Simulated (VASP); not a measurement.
AlAs (kn), 2 atoms in the cell. The structure is cubic, space group F-43m (No. 216). Conventional cell: a = 5.674 Å, b = 5.674 Å, c = 5.674 Å, α = 90.00°, β = 90.00°, γ = 90.00°. Al (site symmetry -43m) has 4 As at 2.46 Å within 3.2 Å. Within 3.2 Å of As (site symmetry -43m) lie 4 Al at 2.46 Å. 

- Program: VASP 6.6.1
- Task: single point
- Functional: PBEsol
- Potentials or basis: VASP PAW PBE potentials, release 64 (Al, As)
- Cutoff: 500 eV
- k mesh: 6 × 6 × 6
- Occupations: gaussian, width 0.02 eV
- Spin: no spin polarisation
- Dipole correction: no
- Further INCAR settings: ALGO = Normal; EDIFF = 1e-06; NBANDS = 11

Potentials or basis: VASP PAW PBE potentials, release 64 (Al, As).

The run is started by

```sh
$ cat potpaw_PBE.64/Al/POTCAR potpaw_PBE.64/As/POTCAR > POTCAR
$ mpirun -np 1 vasp_std > vasp.out
```

Hardware: 1 thread of Intel(R) Xeon(R) Platinum 8559C (Emerald Rapids), with other jobs on the host.

Problem. Estimate the wall time of this run.

Solution. It took 6.7 s on 1 thread of Intel(R) Xeon(R) Platinum 8559C (Emerald Rapids) (shared host), peak memory 0.16 GiB. Counts: scf iterations 12, k points 16.
